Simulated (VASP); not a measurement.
## PbO: single point with r2SCAN

The system is PbO.

```
Pb O
1.0
     3.53043    0.00000    0.00000
    -1.76522    3.05744    0.00000
     0.00000    0.00000    6.40475
Pb O
2 2
Cartesian
  0.0000 0.0000 0.0000
  0.0000 0.0000 3.2024
  0.0000 2.0383 1.6012
  1.7652 1.0191 4.8036
```

This cell differs from its parent crystal: volume changed by -3%.

* Program: VASP 6.6.1
* Task: single point
* Functional: r2SCAN
* Potentials or basis: VASP PAW PBE potentials, release 64 (Pb_d, O)
* Cutoff: 520 eV
* k mesh: 9 × 9 × 4
* Occupations: fermi-dirac, width 0.02 eV
* Spin: no spin polarisation

| Quantity | Value |
| --- | --- |
| Pressure | 3.4 GPa |
| Band gap on the k mesh | 0.11 eV, indirect (least direct gap 0.46 eV) |

Stress tensor (GPa, compression positive):
```
3.13 0.00 0.00
0.00 3.13 0.00
0.00 0.00 4.01
```

Levels at points of the mesh, in eV from the valence-band top:
```
           k point  band 17  band 18  band 19  band 20  band 21  band 22  band 23  band 24
(0.00, 0.00, 0.00)    -2.83    -2.39    -2.39    -0.19     0.28     6.51     6.51     8.17
(0.00, 0.00, 0.50)    -2.61    -2.61    -2.25    -2.25     3.68     3.68     7.16     7.16
```

It took 4.2 min on 1 thread of Intel(R) Xeon(R) 6975P-C (Granite Rapids) (shared host), peak memory 0.23 GiB.

Caveat: the PAW data sets were made with another functional, which shifts forces and pressure a little; spin-orbit coupling is left out, which moves the levels of the heavy elements. A k mesh can miss the band edges.
